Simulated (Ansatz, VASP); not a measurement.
# One calculation of GaN, two programs

POSCAR

```
GaN
1.0
    0.0000000000      2.1085152343      2.0241746249
    2.1085152343      0.0000000000      2.0241746249
    2.1085152343      2.1085152343      0.0000000000
Ga N
1 1
Direct
    0.0000000000      0.0000000000      0.0000000000
    0.5000000000      0.5000000000      0.5000000000
```

The input INCAR.step1:

```
PREC     = Accurate       # precision mode
ENCUT    = 910            # plane-wave cutoff, eV
ISMEAR   = 0              # smearing method
SIGMA    = 0.01           # smearing width, eV
LREAL    = F              # projectors in reciprocal space
LASPH    = T              # aspherical terms in the spheres
NELM     = 120            # most SCF steps
NBANDS   = 16             # bands
GGA      = PE             # functional
ALGO     = Normal         # electronic algorithm
EDIFF    = 1E-5           # SCF threshold, eV
LWAVE    = T              # write WAVECAR
LCHARG   = F              # write CHGCAR
GGA_COMPAT= F
```

File INCAR.step2:

```
PREC     = Accurate       # precision mode
ENCUT    = 910            # plane-wave cutoff, eV
EDIFF    = 1E-6           # SCF threshold, eV
ISMEAR   = 0              # smearing method
SIGMA    = 0.01           # smearing width, eV
LREAL    = F              # projectors in reciprocal space
LASPH    = T              # aspherical terms in the spheres
NELM     = 120            # most SCF steps
ALGO     = Normal         # electronic algorithm
ISIF     = 2              # what is computed and relaxed
LWAVE    = F              # write WAVECAR
LCHARG   = F              # write CHGCAR
METAGGA  = R2SCAN         # meta-GGA
LMIXTAU  = T            
NBANDS   = 16             # bands
ISTART   = 1            
GGA_COMPAT= F
```

KPOINTS

```
Automatic mesh
0
Gamma
  10 10 10
```

Input for Ansatz:

```yaml
crystal:
  lattice:
    - [0.0, 2.1085152343, 2.0241746249]
    - [2.1085152343, 0.0, 2.0241746249]
    - [2.1085152343, 2.1085152343, 0.0]
  atoms:
    - { symbol: Ga, position: [0.0, 0.0, 0.0] }
    - { symbol: "N", position: [0.5, 0.5, 0.5] }
kpoints:
  mp_grid: { grid: [10, 10, 10] }
  band_path:
    path:
      - [0.0, 0.0, 0.0]
      - [0.5, 0.0, 0.5]
      - [0.625, 0.25, 0.625]
      - [0.375, 0.375, 0.75]
      - [0.5, 0.5, 0.5]
      - [0.5, 0.25, 0.75]
      - [0.007812, 0.1875, -0.179687]
      - [0.5, 0.5, 0.0]
    npoints: 1
hamiltonian:
  xc: r2scan
scf:
  occupations: { method: fixed }
  n_extra_bands: 4
output:
  forces: true
  stress: true
  eigenvalues: true
```

Change from the starting cell: uniaxial_z strain -4.0%.

Alike in both runs: task single point; functional r2SCAN; k mesh 10 × 10 × 10; no spin polarisation.

```csv
,VASP,Ansatz
version,VASP 6.6.1,Ansatz 0.2.0
potentials or method,"VASP PAW PBE potentials, release 64 (Ga_d, N_h)","plane waves, PAW"
plane-wave cutoff (eV),910,500
occupations,"gaussian, width 0.01 eV",fixed
valence electrons in the cell,18,18
```

|  | VASP | Ansatz | Ansatz less VASP |
| --- | --- | --- | --- |
| gap on the k mesh at the Fermi level (eV) | 1.17 | 1.19 | +0.024 |

VASP's potentials were made for PBE, not for r2SCAN.

Noted on VASP's run: the cutoff is short for stress, so the pressure is rough.
